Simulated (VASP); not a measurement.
Input of a VASP 6.6.1 run:

POSCAR

```
Pt
1.0
   -1.5508171855      1.5508171855      1.5508171855
    1.5508171855     -1.5508171855      1.5508171855
    1.5508171855      1.5508171855     -1.5508171855
Pt
1
Direct
    0.0000000000      0.0000000000      0.0000000000
```

File INCAR.step1:

```
SYSTEM = Pt
ALGO     = Normal         ! electronic algorithm
EDIFF    = 1E-4           ! SCF threshold, eV
ENCUT    = 520            ! plane-wave cutoff, eV
GGA      = PE             ! functional
ISMEAR   = 1              ! smearing method
LASPH    = .True.         ! aspherical terms in the spheres
LCHARG   = .False.        ! write CHGCAR
LREAL    = .False.        ! projectors in reciprocal space
LWAVE    = .True.         ! write WAVECAR
NBANDS   = 11             ! bands
NELM     = 100            ! most SCF steps
PREC     = Accurate       ! precision mode
SIGMA    = 0.1            ! smearing width, eV
```

The input INCAR.step2:

```
SYSTEM = Pt
ALGO     = Normal         ! electronic algorithm
EDIFF    = 1E-6           ! SCF threshold, eV
ENCUT    = 520            ! plane-wave cutoff, eV
ISIF     = 2              ! what is computed and relaxed
ISMEAR   = 1              ! smearing method
ISTART   = 1            
LASPH    = .True.         ! aspherical terms in the spheres
LCHARG   = .False.        ! write CHGCAR
LMIXTAU  = .True.       
LREAL    = .False.        ! projectors in reciprocal space
LWAVE    = .False.        ! write WAVECAR
METAGGA  = R2SCAN         ! meta-GGA
NBANDS   = 11             ! bands
NELM     = 100            ! most SCF steps
PREC     = Accurate       ! precision mode
SIGMA    = 0.1            ! smearing width, eV
```

File KPOINTS:

```
k-points
0
Gamma
  12 12 12
  0 0 0
```

Potentials or basis: VASP PAW PBE potentials, release 64 (Pt).

Run with:

```sh
$ cat potpaw_PBE.64/Pt/POTCAR > POTCAR
$ cp INCAR.step1 INCAR
$ mpirun -np 1 vasp_std > vasp.out
$ cp INCAR.step2 INCAR
$ mpirun -np 1 vasp_std > vasp.out
```

Question: Estimate the pressure.

Answer: 10.9 GPa.

Question: Estimate the band gap on the k mesh.

Answer: Zero (band 5 reaches 12.19 eV, above the bottom of band 6 at 9.62 eV).

Caveat: the PAW data sets were made with another functional, which shifts forces and pressure a little; spin-orbit coupling is left out, which moves the levels of the heavy elements.
